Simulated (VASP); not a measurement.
Input of a VASP 6.6.1 run:

File INCAR:

```
SYSTEM = TaN
PREC = Accurate ; ENCUT = 520
EDIFF = 1E-7 ; ISMEAR = 0
SIGMA = 0.15 ; LREAL = .FALSE.
LASPH = .TRUE. ; NELM = 60
ALGO = Normal ; ISIF = 2
LWAVE = .FALSE. ; LCHARG = .FALSE.
GGA = PS ; NBANDS = 15
```

The input KPOINTS:

```
regular mesh
0
G
  18 18 18
  0 0 0
```

POSCAR

```
TaN
1.0
    0.0000000000      2.1790000000      2.1790000000
    2.1790000000      0.0000000000      2.1790000000
    2.1790000000      2.1790000000      0.0000000000
Ta N
1 1
Direct
    0.5200780174      0.5200780174      0.4799219826
    0.0000000000      0.0000000000      0.0000000000
```

Potentials or basis: VASP PAW PBE potentials, release 64 (Ta_pv, N).

Run with:

```console
$ cat potpaw_PBE.64/Ta_pv/POTCAR potpaw_PBE.64/N/POTCAR > POTCAR
$ mpirun -np 1 vasp_std > vasp.out
```

**Question.** Estimate the band gap on the k mesh.

**Answer.** Zero (band 8 reaches 11.63 eV, above the bottom of band 9 at 7.72 eV).

**Question.** Estimate the largest force.

**Answer.** 0.817 eV/Å.

**Question.** Estimate the pressure.

**Answer.** 6.9 GPa.

Forces in eV/Å, atoms in the order of the input:
```
Ta   0.000  0.000 -0.817
N    0.000  0.000  0.817
```

Caveat: the cell differs from its parent crystal (all Ta atoms moved +0.087 Å, as atom 1 along Cartesian [0 0 1]); the PAW data sets were made with another functional, which shifts forces and pressure a little; spin-orbit coupling is left out, which moves the levels of the heavy elements.
